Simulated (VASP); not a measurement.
Wanted: the native input for a VASP 6.6.1 run.

| Property | Result |
| --- | --- |
| Task | single point |
| Functional | PBE |
| Potentials or basis | VASP PAW PBE potentials, release 64 (Ba_sv, Te) |
| Cutoff | 500 eV |
| k mesh | 8 × 8 × 8 |
| Occupations | gaussian, width 0.05 eV |
| Spin | no spin polarisation |
| Dipole correction | no |
| Further INCAR settings | ALGO = Normal; EDIFF = 1e-06; NBANDS = 15 |

The structure of BaTe lies in POSCAR:

```
BaTe
1.0
    0.0000000000      3.5615736498      3.5615736498
    3.5615736498      0.0000000000      3.5615736498
    3.5615736498      3.5615736498      0.0000000000
Ba Te
1 1
Direct
    0.0000000000      0.0000000000      0.0000000000
    0.5000000000      0.5000000000      0.5000000000
```

This cell differs from its parent crystal: the cell strained.

The input as run:

INCAR

```
PREC = Accurate
ENCUT = 500
EDIFF = 1E-6
ISMEAR = 0
SIGMA = 0.05
LREAL = False
LASPH = True
NELM = 120
ALGO = Normal
ISIF = 2
LWAVE = False
LCHARG = False
GGA = PE
NBANDS = 15
GGA_COMPAT = False
```

KPOINTS

```
Automatic mesh
0
Gamma
  8 8 8
```

Potentials or basis: VASP PAW PBE potentials, release 64 (Ba_sv, Te).

Command:

```sh
$ cat potpaw_PBE.64/Ba_sv/POTCAR potpaw_PBE.64/Te/POTCAR > POTCAR
$ mpirun -np 1 vasp_std > vasp.out
```

Results of the run:

| Item | Value |
| --- | --- |
| Pressure | -0.4 GPa |
| Band gap on the k mesh | 1.63 eV (least direct gap 2.01 eV) |

Caveat: the cell differs from its parent crystal (the cell strained); spin-orbit coupling is left out, which moves the levels of the heavy elements.

Run time: 19 s on 1 thread of Intel(R) Xeon(R) 6975P-C (Granite Rapids), on a shared host, peak memory 0.25 GiB.
